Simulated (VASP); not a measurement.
# Ta2CN4 (Immm) in VASP: single point with r2SCAN

Aim: the single point of Ta2CN4 with r2SCAN.

Program: VASP 6.6.1. These are calculated values, not measurements. Logs are shortened: lines on timing, memory, paths and dates and some standing lists are left out, and cuts for length are marked.

## Step 1: The cell of the first run

Symmetry: Immm, No. 71, orthorhombic system. Conventional cell: a = 3.199 Å, b = 4.195 Å, c = 13.865 Å, α = 90.00°, β = 90.00°, γ = 90.00°. Ta (site symmetry mm2) has 6 N at 2.10 to 2.23 Å within 2.8 Å. C (site symmetry mmm) has 2 N at 1.23 Å within 1.6 Å. Within 2.8 Å of N (site symmetry mm2) lie 4 Ta at 2.10 to 2.12 Å. Within 1.6 Å of N (site symmetry mm2) lie 1 C at 1.23 Å.

## Step 2: Single point, r2SCAN

Input file POSCAR:

```
Ta2CN4
1.0
   -1.5994575223      2.0975256769      6.9324083056
    1.5994575223     -2.0975256769      6.9324083056
    1.5994575223      2.0975256769     -6.9324083056
Ta C N
2 1 4
Direct
    0.7995991569      0.2995991569      0.5000000000
    0.2004008431      0.7004008431      0.5000000000
    0.0000000000      0.0000000000      0.0000000000
    0.6993568131      0.6993568131      0.0000000000
    0.3006431869      0.3006431869      0.0000000000
    0.9115887349      0.9115887349      0.0000000000
    0.0884112651      0.0884112651      0.0000000000
```

Input file INCAR.step1:

```
SYSTEM = Ta2CN4
PREC = Accurate
ENCUT = 520
ISMEAR = 0
SIGMA = 0.1
LREAL = .FALSE.
LASPH = .TRUE.
NELM = 100
NBANDS = 32
GGA = PE
ALGO = Normal
EDIFF = 1E-4
LWAVE = .TRUE.
LCHARG = .FALSE.
```

Input file INCAR.step2:

```
SYSTEM = Ta2CN4
PREC = Accurate
ENCUT = 520
EDIFF = 1E-6
ISMEAR = 0
SIGMA = 0.1
LREAL = .FALSE.
LASPH = .TRUE.
NELM = 100
ALGO = Normal
ISIF = 2
LWAVE = .FALSE.
LCHARG = .TRUE.
METAGGA = R2SCAN
LMIXTAU = .TRUE.
LELF = .TRUE.
LVHAR = .TRUE.
NBANDS = 32
ISTART = 1
```

Input file KPOINTS:

```
regular mesh
0
G
  12 12 12
  0 0 0
```

Potentials or basis: VASP PAW PBE potentials, release 64 (Ta_pv, C, N).

Launch:

```sh
> cat potpaw_PBE.64/Ta_pv/POTCAR potpaw_PBE.64/C/POTCAR potpaw_PBE.64/N/POTCAR > POTCAR
> cp INCAR.step1 INCAR
> mpirun -np 1 vasp_std > vasp.out
> cp INCAR.step2 INCAR
> mpirun -np 1 vasp_std > vasp.out
```

OUTCAR:

```text
SYSTEM = Ta2CN4
   PREC = Accurate
   ENCUT = 520
   EDIFF = 1E-6
   ISMEAR = 0
   LREAL = .FALSE.
   LASPH = .TRUE.
   NELM = 100
   ISIF = 2
   METAGGA = R2SCAN
   ISTART = 1

 ion  position               nearest neighbor table
   1  0.800  0.300  0.500-   5 2.10   5 2.10   4 2.12   4 2.12   6 2.23   6 2.23   2 2.97   2 2.97
                             2 2.97   2 2.97
   2  0.200  0.700  0.500-   4 2.10   4 2.10   5 2.12   5 2.12   7 2.23   7 2.23   1 2.97   1 2.97
                             1 2.97   1 2.97
   3  0.000  0.000  0.000-   6 1.23   7 1.23
   4  0.699  0.699  0.000-   2 2.10   2 2.10   1 2.12   1 2.12
   5  0.301  0.301  0.000-   1 2.10   1 2.10   2 2.12   2 2.12
   6  0.912  0.912  0.000-   3 1.23   1 2.23   1 2.23
   7  0.088  0.088  0.000-   3 1.23   2 2.23   2 2.23

  LATTYP: Found a body centered orthorhombic cell.
 ALAT       =     3.1989150446
 B/A-ratio  =     1.3113981757
 C/A-ratio  =     4.3342247037

  Lattice vectors:

 A1 = (  -1.5994575223,   2.0975256769,   6.9324083056)
 A2 = (   1.5994575223,  -2.0975256769,   6.9324083056)
 A3 = (   1.5994575223,   2.0975256769,  -6.9324083056)

Analysis of symmetry for initial positions (statically):
=====================================================================
 Subroutine PRICEL returns:
 Original cell was already a primitive cell.

 Routine SETGRP: Setting up the symmetry group for a
 body centered orthorhombic supercell.

 Subroutine GETGRP returns: Found  8 space group operations
 (whereof  8 operations were pure point group operations)
 out of a pool of  8 trial point group operations.

The static configuration has the point symmetry D_2h.

Analysis of symmetry for dynamics (positions and initial velocities):
=====================================================================
 Subroutine PRICEL returns:
 Original cell was already a primitive cell.

 Routine SETGRP: Setting up the symmetry group for a
 body centered orthorhombic supercell.

 Subroutine GETGRP returns: Found  8 space group operations
 (whereof  8 operations were pure point group operations)
 out of a pool of  8 trial point group operations.

The dynamic configuration has the point symmetry D_2h.

 Subroutine INISYM returns: Found  8 space group operations
 (whereof  8 operations are pure point group operations),
 and found     1 'primitive' translations

[... 96 lines left out ...]
   ISTART =      1    job   : 0-new  1-cont  2-samecut
   ICHARG =      0    charge: 1-file 2-atom 10-const
   ISPIN  =      1    spin polarized calculation?
   LNONCOLLINEAR =      F non collinear calculations
   LSORBIT =      F    spin-orbit coupling
   LASPH  =      T    aspherical Exc in radial PAW
   ENCUT  =  520.0 eV  38.22 Ry    6.18 a.u.  13.79 13.79 13.79*2*pi/ulx,y,z
   NELM   =    100;   NELMIN=  2; NELMDL=  0     # of ELM steps
   EDIFF  = 0.1E-05   stopping-criterion for ELM
   LREAL  =      F    real-space projection
[... 7 lines left out ...]
   TEBEG  =    0.0;   TEEND  =   0.0 temperature during run
   PSTRESS=    0.0 pullay stress
   NELECT =      46.0000    total number of electrons
   NUPDOWN=      -1.0000    fix difference up-down
   EMIN   =  10.00;   EMAX   =-10.00  energy-range for DOS
   EFERMI =   0.00;   METHOD = LEGACY
   ISMEAR =     0;   SIGMA  =   0.10  broadening in eV -4-tet -1-fermi 0-gaus
   EFERMI_NEDOS =   21; number of points for ismear=-14 and -15
   IALGO  =     38    algorithm
   IMIX   =      4    mixing-type and parameters
     AMIX     =   0.40;   BMIX     =  1.00
     AMIX_MAG =   1.60;   BMIX_MAG =  1.00
  volume/ion in A,a.u.               =      13.29        89.69
  Fermi-wavevector in a.u.,A,eV,Ry     =   1.294552  2.446348 22.801516  1.675864
  Thomas-Fermi vector in A             =   2.426127
   LORBIT       =      0    0 simple, 1 ext, 2 COOP (PROOUT), +10 PAW based schemes
   METAGGA = R2SCAN    functional components
   LHFCALC =     F    Hartree Fock is set to
   AEXX    =    0.0000 exact exchange contribution
   IVDW    =     0    specifies the selected vdW correction
   LEPSILON=     F    determine dielectric tensor
   LRPA    =     F    only Hartree local field effects (RPA)
 non-spin polarized calculation
 Gauss-broadening in eV      SIGMA  =   0.10
  energy-cutoff  :      520.00
  volume of cell :       93.03
 maximum number of plane-waves:      2524
   NGX = 27   NGY = 27   NGZ = 27

 number of electron      46.0000001 magnetization

 Free energy of the ion-electron system (eV)
  ---------------------------------------------------
  ext. energy  EPLUGINS =         0.00000000
  ---------------------------------------------------
  free energy    TOTEN  =      -148.68030643 eV

  energy without entropy =     -148.67165282  energy(sigma->0) =     -148.67597962

 E-fermi :   4.2728     XC(G=0): -10.9615

 val. band max:        4.2722950670   @ k =  -0.3333   0.0833   0.0000
 cond. band min:       4.2787388518   @ k =  -0.4167   0.4167   0.3333
 fundamental gap:      0.0064437848
 Fermi energy:         4.2728059488

 k-point     1 :       0.0000    0.0000    0.0000
  band No.  band energies     occupation
      1     -33.0797      2.00000
      2     -33.0267      2.00000
      3     -32.9295      2.00000
      4     -32.8555      2.00000
      5     -32.6618      2.00000
      6     -32.5271      2.00000
[... 829 lines left out ...]
     31       9.3331      0.00000
     32      10.4079      0.00000

 [... further k-points ...]
[... 5 lines left out ...]
  --------------------------------------------------------------------------------------
  -------------------------------------------------------------------------------------
  Total       -1.0847462     -1.5613412     -2.5296726     -0.0000000      0.0000000      0.0000000
  in kB      -18.6816232    -26.8895965    -43.5663103     -0.0000000      0.0000000      0.0000000
  external PRESSURE =     -29.7125100 kB  Pullay stress =       0.0000000 kB

 VOLUME and BASIS-vectors are now :
 -----------------------------------------------------------------------------
  energy-cutoff  :      520.00
  volume of cell :       93.03
      direct lattice vectors                 reciprocal lattice vectors
    -1.599457522  2.097525677  6.932408306     0.000000000  0.238376105  0.072125007
     1.599457522 -2.097525677  6.932408306     0.312605989  0.000000000  0.072125007
     1.599457522  2.097525677 -6.932408306     0.312605989  0.238376105  0.000000000

 POSITION                                       TOTAL-FORCE (eV/Angst)
 -----------------------------------------------------------------------------------
      0.00000      2.09753      4.15389        -0.000000     -0.000000     -0.078506
      1.59946      0.00000      2.77852         0.000000     -0.000000      0.078506
      0.00000      0.00000      0.00000         0.000000     -0.000000     -0.000000
      0.00000      0.00000      9.69645         0.000000      0.000000      0.231709
      0.00000      0.00000      4.16836         0.000000     -0.000000     -0.231709
      0.00000      0.00000     12.63901         0.000000      0.000000      0.325405
      0.00000      0.00000      1.22581        -0.000000      0.000000     -0.325405
 -----------------------------------------------------------------------------------
    total drift:                               -0.000000     -0.000000     -0.000000

  FREE ENERGIE OF THE ION-ELECTRON SYSTEM (eV)
  ---------------------------------------------------
  free  energy   TOTEN  =      -148.6803064329 eV

  energy  without entropy=     -148.6716528171  energy(sigma->0) =     -148.67597962
```

OUTCAR.step1:

```text
SYSTEM = Ta2CN4
   PREC = Accurate
   ENCUT = 520
   ISMEAR = 0
   LREAL = .FALSE.
   LASPH = .TRUE.
[... 1084 lines left out ...]
      0.00000      0.00000      4.16836         0.000000     -0.000000      0.032310
      0.00000      0.00000     12.63901        -0.000000     -0.000000     -0.091320
      0.00000      0.00000      1.22581         0.000000      0.000000      0.091320
 -----------------------------------------------------------------------------------
    total drift:                               -0.000000     -0.000000     -0.000000

  FREE ENERGIE OF THE ION-ELECTRON SYSTEM (eV)
  ---------------------------------------------------
  free  energy   TOTEN  =       -70.3733753828 eV

  energy  without entropy=      -70.3640050265  energy(sigma->0) =      -70.36869020
```

Wall time 3.8 h (1 thread of Oxide Virtual Turin-like, shared host); peak memory 0.94 GiB.

Results:

```
Free energy            : -148.6803 eV
Pressure               : -3.0 GPa
Largest force          : 0.325 eV/Å
Band gap on the k mesh : zero (bands 23 and 24 overlap by 2.96 eV)
```

Forces in eV/Å, atoms in the order of the input:
```
Ta   0.000  0.000 -0.079
Ta   0.000  0.000  0.079
C    0.000  0.000  0.000
N    0.000  0.000  0.232
N    0.000  0.000 -0.232
N    0.000  0.000  0.325
N    0.000  0.000 -0.325
```

Levels at points of the mesh, in eV from the Fermi level:
```csv
k point,band 21,band 22,band 23,band 24,band 25,band 26
"(0.00, 0.00, 0.00)",-3.28,-3.23,-0.99,-0.36,1.11,1.45
"(0.50, 0.00, 0.00)",-3.29,-2.93,0.26,0.27,1.98,2.74
"(0.00, 0.50, 0.00)",-3.18,-2.95,-1.43,-1.01,2.15,2.55
"(0.50, 0.50, 0.00)",-4.85,-2.69,1.67,2.41,2.41,2.46
"(0.50, 0.50, 0.50)",-2.50,-2.31,-0.99,-0.53,0.24,1.54
```

Caveat: the PAW data sets were made with another functional, which shifts forces and pressure a little; spin-orbit coupling is left out, which moves the levels of the heavy elements.
